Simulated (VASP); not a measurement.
Write the native input for VASP 6.6.1 that does the following.

```yaml
Task: single point
Functional: r2SCAN
Potentials_or_basis: VASP PAW PBE potentials, release 64 (Rh_pv)
Cutoff: 520 eV
k_mesh: 22 × 22 × 22
Occupations: gaussian, width 0.15 eV
Spin: no spin polarisation
Dipole_correction: no
Further_INCAR_settings: ALGO = Normal; EDIFF = 1e-06; NBANDS = 14
```

Rh:

```
Rh
1.0
     0.00000    1.87303    1.95860
     1.87303    0.00000    1.95860
     1.87303    1.87303    0.00000
Rh
1
Direct
  0.00000 0.00000 0.00000
```

This cell differs from its parent crystal: strain -0.015 along x and y, +0.030 along z.

These files were run (other wordings do the same):

POSCAR

```
Rh
1.0
    0.0000000000      1.8730267500      1.9585965000
    1.8730267500      0.0000000000      1.9585965000
    1.8730267500      1.8730267500      0.0000000000
Rh
1
Direct
    0.0000000000      0.0000000000      0.0000000000
```

INCAR.step1

```
PREC = Accurate ; ENCUT = 520
ISMEAR = 0 ; SIGMA = 0.15
LREAL = F ; LASPH = T
NELM = 100 ; NBANDS = 14
GGA = PE ; ALGO = Normal
EDIFF = 1E-4 ; LWAVE = T
LCHARG = F
```

INCAR.step2

```
PREC = Accurate ; ENCUT = 520
EDIFF = 1E-6 ; ISMEAR = 0
SIGMA = 0.15 ; LREAL = F
LASPH = T ; NELM = 100
ALGO = Normal ; ISIF = 2
LWAVE = F ; LCHARG = F
METAGGA = R2SCAN ; LMIXTAU = T
NBANDS = 14 ; ISTART = 1
```

KPOINTS

```
Automatic mesh
0
Gamma
  22 22 22
```

Potentials or basis: VASP PAW PBE potentials, release 64 (Rh_pv).

Command:

```bash
$ cat potpaw_PBE.64/Rh_pv/POTCAR > POTCAR
$ cp INCAR.step1 INCAR
$ mpirun -np 1 vasp_std > vasp.out
$ cp INCAR.step2 INCAR
$ mpirun -np 1 vasp_std > vasp.out
```

Results of the run:

The pressure is 1.1 GPa.

Caveat: the cell differs from its parent crystal (strain -0.015 along x and y, +0.030 along z); the PAW data sets were made with another functional, which shifts forces and pressure a little.

Run time: 3 min on 1 thread of Intel(R) Xeon(R) 6975P-C (Granite Rapids), on a shared host, peak memory 0.25 GiB.
